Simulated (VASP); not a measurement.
Crystal: CdHgS2.

```
CELL_PARAMETERS angstrom
5.14140 0.00000 0.00000
0.00000 5.14140 0.00000
0.00000 0.00000 3.37569
ATOMIC_POSITIONS crystal
Cd 0.50000 0.50000 0.50000
Hg 0.00000 0.00000 0.00000
S 0.50000 0.00000 0.00000
S 0.00000 0.50000 0.00000
```

| Quantity | Value |
| --- | --- |
| Program | VASP 6.6.1 |
| Task | relaxation of cell and atoms |
| Functional | PBE |
| Potentials or basis | VASP PAW PBE potentials, release 64 (Cd, Hg, S) |
| Cutoff | 600 eV |
| k mesh | 10 × 10 × 14 |
| Occupations | gaussian, width 0.1 eV |
| Spin | no spin polarisation |

At the start: pressure 0.0 GPa; volume 22.31 Å³/atom.

Problem. How do energy, volume and symmetry change on relaxing?

Solution. Over 7 steps the energy falls by 10.7 meV/atom and the volume is 22.96 Å³/atom (+2.9 %); space group P4/mmm (No. 123, to 0.05 Å).

The path:
```csv
step,energy change (eV),largest force (eV/Å),pressure (GPa),volume (Å³)
1,0.0000,0.0000,0.03,89.23
2,-0.0169,0.0000,0.36,89.27
3,-0.0322,0.0000,1.42,89.28
4,-0.0404,0.0000,0.67,90.84
5,-0.0414,0.0000,0.33,91.63
6,-0.0425,0.0000,0.10,91.78
7,-0.0426,0.0000,-0.01,91.85
```

Final structure:
```xyz
4
Lattice="5.0594 0.0000 0.0000 0.0000 5.0594 0.0000 0.0000 0.0000 3.5881" Properties=species:S:1:pos:R:3 pbc="T T T"
Cd    2.5297    2.5297    1.7940
Hg    5.0594    0.0000    0.0000
S     2.5297    0.0000    0.0000
S     0.0000    2.5297    0.0000
```
